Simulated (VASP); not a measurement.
In: relaxation of cell and atoms with PBEsol

The system is In.

```xyz
1
Lattice="-1.8825 1.8825 1.8825 1.8825 -1.8825 1.8825 1.8825 1.8825 -1.8825" Properties=species:S:1:pos:R:3 pbc="T T T"
In    0.0000    0.0000    0.0000
```

```
Program                : VASP 6.6.1
Task                   : relaxation of cell and atoms
Functional             : PBEsol
Potentials or basis    : VASP PAW PBE potentials, release 64 (In_d)
Cutoff                 : 600 eV
k mesh                 : 10 × 10 × 10
Occupations            : fermi-dirac, width 0.05 eV
Spin                   : no spin polarisation
Target pressure        : 10 GPa
Dipole correction      : no
Further INCAR settings : ALGO = Normal; EDIFF = 1e-06; IBRION = 2; EDIFFG = -0.01; NSW = 60; ISIF = 3
```

The relaxed volume is 22.11 Å³/atom and the relaxed cell is a = 3.063 Å, b = 3.063 Å, c = 3.063 Å, α = 109.47°, β = 109.47°, γ = 109.47°. The space group after relaxing (to 0.05 Å) is Im-3m (No. 229), the energy change on relaxing (the enthalpy is what falls) is +93.3 meV/atom and the ionic steps are 6. The pressure after relaxing is 10.0 GPa.

The path:
| step | energy change (eV) | largest force (eV/Å) | pressure (GPa) | volume (Å³) |
| --- | --- | --- | --- | --- |
| 1 | 0.0000 | 0.0000 | -1.30 | 26.69 |
| 2 | 0.2876 | 0.0000 | 21.26 | 20.05 |
| 3 | 0.0913 | 0.0000 | 9.89 | 22.14 |
| 4 | 0.0967 | 0.0000 | 10.22 | 22.06 |
| 5 | 0.0910 | 0.0000 | 9.86 | 22.15 |
| 6 | 0.0933 | 0.0000 | 10.00 | 22.11 |

Final structure:
```
In
1.0
    -1.76815    1.76815    1.76815
     1.76815   -1.76815    1.76815
     1.76815    1.76815   -1.76815
In
1
Cartesian
  0.0000 0.0000 0.0000
```

Levels at points of the mesh, in eV from the Fermi level:
| k point | band 3 | band 4 | band 5 | band 6 | band 7 | band 8 | band 9 | band 10 |
| --- | --- | --- | --- | --- | --- | --- | --- | --- |
| (0.00, 0.00, 0.00) | -14.82 | -14.40 | -14.40 | -10.80 | 13.13 | 13.13 | 13.13 | 13.51 |
| (0.50, 0.00, 0.00) | -14.42 | -14.39 | -14.13 | -3.94 | -3.91 | 6.75 | 7.93 | 11.15 |
| (0.50, 0.50, 0.50) | -14.19 | -14.19 | -14.19 | 1.25 | 1.25 | 1.25 | 2.36 | 5.66 |

Wall time 48 s on 1 thread of Intel(R) Xeon(R) Platinum 8375C CPU @ 2.90GHz (Ice Lake), on a shared host, peak memory 0.17 GiB.

Caveat: the cell is relaxed towards a set pressure, so the enthalpy falls and the energy may rise; the volume moved by over 15 % at a fixed basis, so the end points are rough; the PAW data sets were made with another functional, which shifts forces and pressure a little; spin-orbit coupling is left out, which moves the levels of the heavy elements.
